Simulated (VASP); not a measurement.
Set up this calculation in VASP 6.6.1, as the native input.

```
Task                   : single point
Functional             : PBEsol
Potentials or basis    : VASP PAW PBE potentials, release 64 (Al, N)
Cutoff                 : 600 eV
k mesh                 : 2 × 2 × 2
Occupations            : gaussian, width 0.01 eV
Spin                   : no spin polarisation
Dipole correction      : no
Further INCAR settings : ALGO = Normal; EDIFF = 1e-06; NBANDS = 11
```

The structure of AlN lies in POSCAR:

```
AlN
1.0
    0.0000000000      2.1848764208      2.1848764208
    2.1848764208      0.0000000000      2.1848764208
    2.1848764208      2.1848764208      0.0000000000
Al N
1 1
Direct
    0.0000000000      0.0000000000      0.0000000000
    0.2500000000      0.2500000000      0.2500000000
```

These files were run (other wordings do the same):

INCAR

```
SYSTEM = AlN
PREC = Accurate
ENCUT = 600
EDIFF = 1E-6
ISMEAR = 0
SIGMA = 0.01
LREAL = .False.
LASPH = .True.
NELM = 120
ALGO = Normal
ISIF = 2
LWAVE = .False.
LCHARG = .True.
GGA = PS
LELF = .True.
LVHAR = .True.
NBANDS = 11
GGA_COMPAT = .False.
```

KPOINTS

```
Automatic mesh
0
Gamma
  2 2 2
  0 0 0
```

Potentials or basis: VASP PAW PBE potentials, release 64 (Al, N).

Run with:

```console
$ cat potpaw_PBE.64/Al/POTCAR potpaw_PBE.64/N/POTCAR > POTCAR
$ mpirun -np 1 vasp_std > vasp.out
```

Results of the run:

```
Pressure               : 5.6 GPa
Band gap on the k mesh : 2.69 eV, indirect (least direct gap 3.88 eV)
```

Caveat: the k points lie up to 1.25 Å⁻¹ apart; the PAW data sets were made with another functional, which shifts forces and pressure a little.

Wall time 5.3 s on 1 thread of Intel Xeon 8259CL (shared host), peak memory 0.14 GiB.
